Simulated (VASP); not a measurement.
# W (I4/mmm) in VASP: notebook

The runs below take W through single point, with LDA.

Program: VASP 6.6.1. These are calculated values, not measurements. Logs are shortened: lines on timing, memory, paths and dates and some standing lists are left out, and cuts for length are marked.

**1. The cell of the first run**

The structure is tetragonal, space group I4/mmm (No. 139). Conventional cell: a = 2.876 Å, b = 2.876 Å, c = 3.670 Å, α = 90.00°, β = 90.00°, γ = 90.00°. W (site symmetry 4/mmm) has 14 W at 2.74 to 3.67 Å within 3.7 Å.

**2. Single point, LDA (15.18 Å³/atom)**

Input file INCAR:

```
PREC = Accurate
ENCUT = 520
EDIFF = 1E-6
ISMEAR = 0
SIGMA = 0.15
LREAL = F
LASPH = T
NELM = 80
ALGO = Fast
ISIF = 2
LWAVE = F
LCHARG = T
GGA = CA
LELF = T
LVHAR = T
NBANDS = 13
```

Input file KPOINTS:

```
Automatic mesh
0
Gamma
  22 22 22
```

Input file POSCAR:

```
W
1.0
    0.0000000000      2.0336435478      1.8347532088
    2.0336435478      0.0000000000      1.8347532088
    2.0336435478      2.0336435478      0.0000000000
W
1
Direct
    0.0000000000      0.0000000000      0.0000000000
```

Potentials or basis: VASP PAW LDA potentials, release 64 (W_sv).

On the command line:

```sh
> cat potpaw_LDA.64/W_sv/POTCAR > POTCAR
> mpirun -np 1 vasp_std > vasp.out
```

OUTCAR:

```text
PREC = Accurate
   ENCUT = 520
   EDIFF = 1E-6
   ISMEAR = 0
   LREAL = F
   LASPH = T
   NELM = 80
   ISIF = 2
   GGA = CA

 ion  position               nearest neighbor table
   1  0.000  0.000  0.000-

  LATTYP: Found a body centered tetragonal cell.
 ALAT       =     2.8760062863
 C/A-ratio  =     1.2759034760

  Lattice vectors:

 A1 = (   0.0000000000,  -2.0336435478,  -1.8347532088)
 A2 = (   0.0000000000,   2.0336435478,  -1.8347532088)
 A3 = (   2.0336435478,   0.0000000000,   1.8347532088)

Analysis of symmetry for initial positions (statically):
=====================================================================
 Subroutine PRICEL returns:
 Original cell was already a primitive cell.

 Routine SETGRP: Setting up the symmetry group for a
 body centered tetragonal supercell.

 Subroutine GETGRP returns: Found 16 space group operations
 (whereof 16 operations were pure point group operations)
 out of a pool of 16 trial point group operations.

The static configuration has the point symmetry D_4h.

Analysis of symmetry for dynamics (positions and initial velocities):
=====================================================================
 Subroutine PRICEL returns:
 Original cell was already a primitive cell.

 Routine SETGRP: Setting up the symmetry group for a
 body centered tetragonal supercell.

 Subroutine GETGRP returns: Found 16 space group operations
 (whereof 16 operations were pure point group operations)
 out of a pool of 16 trial point group operations.

The dynamic configuration has the point symmetry D_4h.

 Subroutine INISYM returns: Found 16 space group operations
 (whereof 16 operations are pure point group operations),
 and found     1 'primitive' translations

----------------------------------------------------------------------------------------

                                     Primitive cell

  volume of cell :      15.1760

  direct lattice vectors                    reciprocal lattice vectors
     0.000000000  2.033643548  1.834753209    -0.245864129  0.245864129  0.272516215
     2.033643548  0.000000000  1.834753209     0.245864129 -0.245864129  0.272516215
     2.033643548  2.033643548  0.000000000     0.245864129  0.245864129 -0.272516215

  length of vectors
     2.738982551  2.738982551  2.876006286     0.441773050  0.441773050  0.441773050

  position of ions in fractional coordinates (direct lattice)
     0.000000000  0.000000000  0.000000000

  ion indices of the primitive-cell ions
   primitive index   ion index
                 1           1

----------------------------------------------------------------------------------------

 KPOINTS: Automatic mesh

Automatic generation of k-mesh.
 Grid dimensions read from file:
 generate k-points for:   22   22   22

 Generating k-lattice:

  Cartesian coordinates                     Fractional coordinates (reciprocal lattice)
    -0.011175642  0.011175642  0.012387101     0.045454545  0.000000000  0.000000000
     0.011175642 -0.011175642  0.012387101     0.000000000  0.045454545  0.000000000
     0.011175642  0.011175642 -0.012387101     0.000000000  0.000000000  0.045454545

  Length of vectors
     0.020080593  0.020080593  0.020080593

  Shift w.r.t. Gamma in fractional coordinates (k-lattice)
     0.000000000  0.000000000  0.000000000

 Subroutine IBZKPT returns following result:
 ===========================================

 Found    834 irreducible k-points:

 Following reciprocal coordinates:
            Coordinates               Weight
  0.000000  0.000000  0.000000      1.000000
  0.045455  0.000000  0.000000      8.000000
  0.090909  0.000000  0.000000      8.000000
  0.136364  0.000000  0.000000      8.000000
  0.181818  0.000000  0.000000      8.000000
  0.227273  0.000000  0.000000      8.000000
[... 16 lines left out ...]
  0.500000  0.045455  0.000000      8.000000
 -0.454545  0.045455  0.000000      8.000000
 [... further k-points ...]
   k-points           NKPTS =    834   k-points in BZ     NKDIM =    834   number of bands    NBANDS=     13
   number of dos      NEDOS =    301   number of ions     NIONS =      1
   total plane-waves  NPLWV =   9600
   dimension x,y,z NGX =    20 NGY =   20 NGZ =   24
   dimension x,y,z NGXF=    40 NGYF=   40 NGZF=   48
   ions per type =               1
   NGX,Y,Z   is equivalent  to a cutoff of  12.14, 12.14, 13.87 a.u.
   NGXF,Y,Z  is equivalent  to a cutoff of  24.28, 24.28, 27.75 a.u.
 SYSTEM =  unknown system
   PREC   = accura    normal or accurate (medium, high low for compatibility)
   ISTART =      0    job   : 0-new  1-cont  2-samecut
   ICHARG =      2    charge: 1-file 2-atom 10-const
   ISPIN  =      1    spin polarized calculation?
   LNONCOLLINEAR =      F non collinear calculations
   LSORBIT =      F    spin-orbit coupling
   LASPH  =      T    aspherical Exc in radial PAW
   ENCUT  =  520.0 eV  38.22 Ry    6.18 a.u.   5.09  5.09  5.35*2*pi/ulx,y,z
   NELM   =     80;   NELMIN=  2; NELMDL= -5     # of ELM steps
   EDIFF  = 0.1E-05   stopping-criterion for ELM
   LREAL  =      F    real-space projection
   EDIFFG = 0.1E-04   stopping-criterion for IOM
   NSW    =      0    number of steps for IOM
   IBRION =     -1    ionic relax: 0-MD 1-quasi-New 2-CG
   NFREE  =      0    steps in history (QN), initial steepest desc. (CG)
   ISIF   =      2    stress and relaxation
   ISYM   =      2    0-nonsym 1-usesym 2-fastsym
   POTIM  = 0.5000    time-step for ionic-motion
   TEBEG  =    0.0;   TEEND  =   0.0 temperature during run
   PSTRESS=    0.0 pullay stress
   NELECT =      14.0000    total number of electrons
   NUPDOWN=      -1.0000    fix difference up-down
   EMIN   =  10.00;   EMAX   =-10.00  energy-range for DOS
   EFERMI =   0.00;   METHOD = LEGACY
   ISMEAR =     0;   SIGMA  =   0.15  broadening in eV -4-tet -1-fermi 0-gaus
   EFERMI_NEDOS =   21; number of points for ismear=-14 and -15
   IALGO  =     68    algorithm
   IMIX   =      4    mixing-type and parameters
     AMIX     =   0.40;   BMIX     =  1.00
     AMIX_MAG =   1.60;   BMIX_MAG =  1.00
  volume/ion in A,a.u.               =      15.18       102.41
  Fermi-wavevector in a.u.,A,eV,Ry     =   1.593670  3.011600 34.555861  2.539784
  Thomas-Fermi vector in A             =   2.691864
   LORBIT       =      0    0 simple, 1 ext, 2 COOP (PROOUT), +10 PAW based schemes
   GGA     = CA    functional components
   LHFCALC =     F    Hartree Fock is set to
   AEXX    =    0.0000 exact exchange contribution
   IVDW    =     0    specifies the selected vdW correction
   LEPSILON=     F    determine dielectric tensor
   LRPA    =     F    only Hartree local field effects (RPA)
 non-spin polarized calculation
 RMM-DIIS sequential band-by-band and
 Gauss-broadening in eV      SIGMA  =   0.15
  energy-cutoff  :      520.00
  volume of cell :       15.18
 maximum number of plane-waves:       429
   NGX = 11   NGY = 11   NGZ = 11

 number of electron      13.9999999 magnetization

 Free energy of the ion-electron system (eV)
  ---------------------------------------------------
  ext. energy  EPLUGINS =         0.00000000
  ---------------------------------------------------
  free energy    TOTEN  =       -13.69585736 eV

  energy without entropy =      -13.68558780  energy(sigma->0) =      -13.69072258

 E-fermi :  11.7248     XC(G=0): -14.0668

 val. band max:       11.7218238992   @ k =  -0.3636  -0.0000   0.0455
 cond. band min:      11.7255216467   @ k =  -0.3636   0.0455   0.0000
 fundamental gap:      0.0036977475
 Fermi energy:        11.7248249406

 k-point     1 :       0.0000    0.0000    0.0000
  band No.  band energies     occupation
      1     -61.6520      2.00000
      2     -25.4159      2.00000
      3     -25.4159      2.00000
      4     -25.3776      2.00000
      5       2.1816      2.00000
      6      10.4015      2.00000
      7      10.4015      2.00000
      8      11.7867      0.55963
      9      13.1153      0.00000
     10      15.0440      0.00000
     11      24.6130      0.00000
     12      28.7965      0.00000
     13      28.7965      0.00000

 k-point     2 :       0.0455    0.0000    0.0000
  band No.  band energies     occupation
      1     -61.6488      2.00000
      2     -25.4415      2.00000
      3     -25.4223      2.00000
      4     -25.3876      2.00000
      5       2.2833      2.00000
      6      10.3817      2.00000
      7      10.4463      2.00000
      8      11.7697      0.67216
      9      13.0906      0.00000
     10      14.9814      0.00000
     11      24.8181      0.00000
     12      28.7374      0.00000
     13      28.9752      0.00000

 k-point     3 :       0.0909    0.0000    0.0000
  band No.  band energies     occupation
      1     -61.6395      2.00000
      2     -25.5340      2.00000
      3     -25.4407      2.00000
      4     -25.3983      2.00000
      5       2.5797      2.00000
      6      10.3003      2.00000
      7      10.5602      2.00000
      8      11.7578      0.75574
      9      13.0456      0.00000
     10      14.8167      0.00000
     11      25.3856      0.00000
     12      28.4269      0.00000
     13      29.4998      0.00000

 k-point     4 :       0.1364    0.0000    0.0000
  band No.  band energies     occupation
      1     -61.6249      2.00000
      2     -25.6839      2.00000
      3     -25.4698      2.00000
      4     -25.4087      2.00000
      5       3.0443      2.00000
      6      10.1348      2.00000
      7      10.6788      2.00000
      8      11.8137      0.40233
      9      13.0669      0.00000
     10      14.6118      0.00000
     11      26.1095      0.00000
     12      27.8967      0.00000
     13      30.3394      0.00000

 k-point     5 :       0.1818    0.0000    0.0000
  band No.  band energies     occupation
      1     -61.6061      2.00000
      2     -25.8739      2.00000
      3     -25.5068      2.00000
      4     -25.4206      2.00000
      5       3.6284      2.00000
      6       9.9330      2.00000
      7      10.7090      2.00000
      8      11.9261      0.05777
      9      13.2730      0.00000
     10      14.4565      0.00000
     11      26.1800      0.00000
     12      28.0345      0.00000
     13      31.4529      0.00000
[... 257 lines left out ...]
 k-point    22 :       0.4545    0.0455    0.0000
  band No.  band energies     occupation
      1     -61.4966      2.00000
      2     -26.8723      2.00000
      3     -25.7252      2.00000
      4     -25.5014      2.00000
      5       5.5509      2.00000
      6       9.8451      2.00000
      7      11.3244      1.99984
      8      11.9895      0.01257
      9      16.3084      0.00000
     10      17.4234      0.00000
     11      23.1312      0.00000
     12      24.9911      0.00000
     13      30.8279      0.00000

 k-point    23 :       0.5000    0.0455    0.0000
  band No.  band energies     occupation
      1     -61.4921      2.00000
      2     -26.9119      2.00000
      3     -25.7291      2.00000
      4     -25.5105      2.00000
      5       5.5476      2.00000
      6       9.7849      2.00000
      7      11.2061      2.00000
      8      12.4396      0.00000
      9      16.6116      0.00000
     10      17.5765      0.00000
     11      23.0338      0.00000
     12      24.3563      0.00000
     13      30.5354      0.00000

 k-point    24 :      -0.4545    0.0455    0.0000
  band No.  band energies     occupation
      1     -61.4940      2.00000
      2     -26.8953      2.00000
      3     -25.7210      2.00000
      4     -25.5160      2.00000
      5       5.5512      2.00000
      6       9.7934      2.00000
      7      11.1283      2.00000
      8      12.4588      0.00000
      9      16.6569      0.00000
     10      17.3048      0.00000
     11      23.1003      0.00000
     12      24.4362      0.00000
     13      30.9452      0.00000

 [... further k-points ...]

------------------------ aborting loop because EDIFF is reached ----------------------------------------

  FORCE on cell =-STRESS in cart. coord.  units (eV):
  Direction    XX          YY          ZZ          XY          YZ          ZX
  --------------------------------------------------------------------------------------
  -------------------------------------------------------------------------------------
  Total        2.0805706      2.0805706     -0.5683515      0.0000000      0.0000000     -0.0000000
  in kB      219.6522796    219.6522796    -60.0026288      0.0000000      0.0000000     -0.0000000
  external PRESSURE =     126.4339768 kB  Pullay stress =       0.0000000 kB

 VOLUME and BASIS-vectors are now :
 -----------------------------------------------------------------------------
  energy-cutoff  :      520.00
  volume of cell :       15.18
      direct lattice vectors                 reciprocal lattice vectors
     0.000000000  2.033643548  1.834753209    -0.245864129  0.245864129  0.272516215
     2.033643548  0.000000000  1.834753209     0.245864129 -0.245864129  0.272516215
     2.033643548  2.033643548  0.000000000     0.245864129  0.245864129 -0.272516215

 POSITION                                       TOTAL-FORCE (eV/Angst)
 -----------------------------------------------------------------------------------
      0.00000      0.00000      0.00000         0.000000      0.000000     -0.000000
 -----------------------------------------------------------------------------------
    total drift:                                0.000000     -0.000000     -0.000000

  FREE ENERGIE OF THE ION-ELECTRON SYSTEM (eV)
  ---------------------------------------------------
  free  energy   TOTEN  =       -13.6958573641 eV

  energy  without entropy=      -13.6855878014  energy(sigma->0) =      -13.69072258
```

It took 2.1 min on 1 thread of AMD EPYC 7R43 (Zen 3), shared host; peak memory 0.22 GiB.

What came out:

```yaml
Free_energy: -13.6959 eV
Pressure: 12.6 GPa
Band_gap_on_the_k_mesh: zero (bands 7 and 8 overlap by 5.80 eV)
```

Levels at points of the mesh, in eV from the Fermi level:
```csv
k point,band 3,band 4,band 5,band 6,band 7,band 8,band 9,band 10,band 11,band 12
"(0.00, 0.00, 0.00)",-37.14,-37.10,-9.54,-1.32,-1.32,0.06,1.39,3.32,12.89,17.07
"(0.50, 0.00, 0.00)",-37.45,-37.21,-6.27,-2.03,-0.28,0.85,4.70,5.85,11.38,12.30
"(0.50, 0.50, 0.00)",-37.85,-37.85,-6.26,-5.51,4.93,5.22,6.15,6.15,11.23,11.23
"(0.50, 0.00, 0.50)",-37.69,-37.47,-6.32,-5.08,2.73,4.97,5.26,6.80,11.91,13.49
```

Caveat: the cell stands under pressure; spin-orbit coupling is left out, which moves the levels of the heavy elements.

**3. Single point, LDA (15.18 Å³/atom)**

Input file INCAR:

```
SYSTEM = W
ALGO = Fast
EDIFF = 1E-6
ENCUT = 520
ISIF = 2
ISMEAR = 0
LASPH = .True.
LCHARG = .True.
LELF = .True.
LREAL = .False.
LVHAR = .True.
LWAVE = .False.
NBANDS = 13
NELM = 60
PREC = Accurate
SIGMA = 0.15
```

Input file KPOINTS:

```
k-points
0
Gamma
  22 22 22
  0 0 0
```

Input file POSCAR:

```
W
1.0
    0.0000000000      2.1046768521      1.7129964899
    2.1046768521      0.0000000000      1.7129964899
    2.1046768521      2.1046768521      0.0000000000
W
1
Direct
    0.0000000000      0.0000000000      0.0000000000
```

Potentials or basis: VASP PAW LDA potentials, release 64 (W_sv).

On the command line:

```sh
> cat potpaw_LDA.64/W_sv/POTCAR > POTCAR
> mpirun -np 1 vasp_std > vasp.out
```

Wall time 2.1 min (1 thread of AMD EPYC 7R43 (Zen 3), shared host); peak memory 0.22 GiB.

It converged, with:

* Free energy: -13.9133 eV
* Pressure: 10.2 GPa
* Band gap on the k mesh: zero (bands 7 and 8 overlap by 6.09 eV)

Stress tensor (GPa, compression positive):
```
 21.66   0.00   0.00
  0.00  21.66   0.00
  0.00   0.00 -12.84
```

Levels at points of the mesh, in eV from the Fermi level:
```
           k point  band 5  band 6  band 7  band 8  band 9  band 10
(0.00, 0.00, 0.00)   -9.76   -1.67   -1.67    0.07    0.90     3.19
(0.50, 0.00, 0.00)   -6.51   -2.99    0.63    0.73    3.79     6.14
(0.50, 0.50, 0.00)   -6.39   -5.94    5.12    5.75    5.75     6.32
(0.50, 0.00, 0.50)   -6.54   -4.86    1.85    3.88    4.23     6.74
```

Caveat: the cell stands under pressure; spin-orbit coupling is left out, which moves the levels of the heavy elements.
